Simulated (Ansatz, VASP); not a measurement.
# Two plane-wave programs on MoS2

INCAR

```
SYSTEM = MoS2
ALGO = Normal
EDIFF = 1E-7
ENCUT = 520
GGA = PE
ISIF = 2
ISMEAR = 0
IVDW = 12
LASPH = .TRUE.
LCHARG = .TRUE.
LELF = .TRUE.
LREAL = .FALSE.
LVHAR = .TRUE.
LWAVE = .FALSE.
NBANDS = 20
NELM = 80
PREC = Accurate
SIGMA = 0.05
```

KPOINTS

```
k-points
0
G
  12 12 12
  0 0 0
```

POSCAR

```
MoS2
1.0
    1.6001214946      0.9238305756      5.8166389361
   -1.6001214946      0.9238305756      5.8166389361
    0.0000000000     -1.8476611513      5.8166389361
Mo S
1 2
Direct
    0.0000172715      0.0000172715      0.0000172715
    0.7535591261      0.7535591261      0.7535591261
    0.5797236024      0.5797236024      0.5797236024
```

Input for Ansatz:

```yaml
crystal:
  lattice:
    - [1.6001214946, 0.9238305756, 5.8166389361]
    - [-1.6001214946, 0.9238305756, 5.8166389361]
    - [0.0, -1.8476611513, 5.8166389361]
  atoms:
    - { symbol: Mo, position: [1.72715e-05, 1.72715e-05, 1.72715e-05] }
    - { symbol: S, position: [0.7535591261, 0.7535591261, 0.7535591261] }
    - { symbol: S, position: [0.5797236024, 0.5797236024, 0.5797236024] }
basis:
  ecutwfc: 420
kpoints:
  mp_grid: { grid: [12, 12, 12] }
hamiltonian:
  xc: pbe
  dispersion: d3bj
scf:
  occupations: { method: gaussian, width: 0.05 }
output:
  forces: true
  stress: true
  eigenvalues: true
```

Change from the starting cell: strain +0.015 along x and y, -0.030 along z, atoms carried along.

Alike in both runs: task single point; functional PBE; dispersion D3(BJ); k mesh 12 × 12 × 12; occupations gaussian, width 0.05 eV; no spin polarisation.

|  | VASP | Ansatz |
| --- | --- | --- |
| version | VASP 6.6.1 | Ansatz 0.2.0 |
| potentials or method | VASP PAW PBE potentials, release 64 (Mo_sv, S), cutoff 520 eV | scalar-relativistic, plane waves, PAW |
| valence electrons in the cell | 26 | 26 |

```csv
,VASP,Ansatz,Ansatz less VASP
gap on the k mesh at the Fermi level (eV),0.41,0.39,-0.021
least direct gap on the mesh (eV),1.55,1.54,-0.004
pressure (GPa),0.5,0.7,+0.15
"traceless stress, the component that is largest in VASP (GPa)",5.41,5.44,+0.027
rms of the force components (eV/Å),0.259,0.267,+0.0076
```

Atom by atom the forces differ by 0.008 eV/Å (rms over components).
